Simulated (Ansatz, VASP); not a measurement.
Y2LuN3 in VASP and in Ansatz

```
Y Lu N
1.0
     3.43521    0.00000    0.00000
    -1.71761    2.97498    0.00000
     0.00000    0.00000    8.41624
Y Lu N
2 1 3
Direct
  0.33333 0.66667 0.66903
  0.66667 0.33333 0.33097
  0.00000 0.00000 0.00000
  0.33333 0.66667 0.16173
  0.66667 0.33333 0.83827
  0.00000 0.00000 0.50000
```

Change from the starting cell: relaxed end of: species swapped into the Mg2ZnO3 type (P-3m1, No. 164).

Alike in both runs: functional PBE; k mesh 12 × 12 × 4; occupations gaussian, width 0.01 eV; no spin polarisation.

Ansatz relaxed the structure, and its values are those at the end. VASP's run is a single point on that final structure, the one shown.

|  | VASP | Ansatz |
| --- | --- | --- |
| version | VASP 6.6.1 | Ansatz 0.2.0 |
| potentials or method | VASP PAW PBE potentials, release 64 (Y_sv, Lu, N), cutoff 520 eV | scalar-relativistic, plane waves, PAW |
| valence electrons in the cell | 62 | 62 |

```csv
,VASP,Ansatz,Ansatz less VASP
gap on the k mesh at the Fermi level (eV),0.10,0.11,+0.005
least direct gap on the mesh (eV),0.59,0.60,+0.006
pressure (GPa),0.1,0.0,-0.07
rms of the force components (eV/Å),0.017,0.002,-0.0158
```

The functional is the same, so the differences come from potentials, cutoffs and numerics.

Spin-orbit coupling is off throughout.
